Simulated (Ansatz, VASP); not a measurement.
# One calculation of Sc2InN3, two programs

Contents of INCAR:

```
PREC = Accurate
ENCUT = 600
EDIFF = 1E-6
ISMEAR = 0
SIGMA = 0.1
LREAL = F
LASPH = T
NELM = 200
ALGO = Normal
ISIF = 2
LWAVE = F
LCHARG = F
ISPIN = 2
MAGMOM = 0 0 0 1 1 1
LORBIT = 11
LMAXMIX = 4
GGA = PE
NBANDS = 38
GGA_COMPAT = F
```

File KPOINTS:

```
regular mesh
0
Gamma
  6 6 4
```

Contents of POSCAR:

```
Sc2InN3
1.0
    5.0917739700      0.0000000000      0.0000000000
   -2.5458869800      4.4096056000      0.0000000000
    0.0000000000      0.0000000000      5.0609900400
Sc In N
2 1 3
Direct
    0.3333333300      0.6666666700      0.5000000000
    0.6666666700      0.3333333300      0.5000000000
    0.0000000000      0.0000000000      0.5000000000
    0.3333333300      0.6666666700      0.0000000000
    0.6666666700      0.3333333300      0.0000000000
    0.0000000000      0.0000000000      0.0000000000
```

Input for Ansatz:

```yaml
crystal:
  lattice:
    - [5.09177397, 0.0, 0.0]
    - [-2.54588698, 4.4096056, 0.0]
    - [0.0, 0.0, 5.06099004]
  atoms:
    - { symbol: Sc, position: [0.33333333, 0.66666667, 0.5] }
    - { symbol: Sc, position: [0.66666667, 0.33333333, 0.5] }
    - { symbol: In, position: [0.0, 0.0, 0.5] }
    - { symbol: "N", position: [0.33333333, 0.66666667, 0.0], spin: 1.0 }
    - { symbol: "N", position: [0.66666667, 0.33333333, 0.0], spin: 1.0 }
    - { symbol: "N", position: [0.0, 0.0, 0.0], spin: 1.0 }
basis:
  ecutwfc: 420
kpoints:
  mp_grid: { grid: [6, 6, 4] }
hamiltonian:
  xc: pbe
scf:
  occupations: { method: gaussian, width: 0.1 }
  lower_state_search: "off"
output:
  forces: true
  stress: true
  eigenvalues: true
  populations: true
magnetization:
  spin_polarized: true
```

Alike in both runs: task single point; functional PBE; k mesh 6 × 6 × 4; occupations gaussian, width 0.1 eV; collinear spin.

|  | VASP | Ansatz |
| --- | --- | --- |
| version | VASP 6.6.1 | Ansatz 0.2.0 |
| potentials or method | VASP PAW PBE potentials, release 64 (Sc_sv, In_d, N), cutoff 600 eV | scalar-relativistic, plane waves, PAW |
| valence electrons in the cell | 50 | 50 |

|  | VASP | Ansatz | Ansatz less VASP |
| --- | --- | --- | --- |
| gap on the k mesh at the Fermi level (eV) | none | none | - |
| pressure (GPa) | -7.6 | -7.6 | 0.00 |
| traceless stress, the component that is largest in VASP (GPa) | -28.09 | -28.14 | -0.050 |
| net moment per atom (μB) | 0.47 | 0.46 | 0.000 |
| size of the moment on the site where the two differ most (μB) | 1.22 | 1.58 | +0.364 |

Site moments also hang on the region over which each program counts them. A gap of «none» marks a metal or a gap that the smearing closes. With one functional, cell and mesh, what is left measures potentials, basis and numerics.
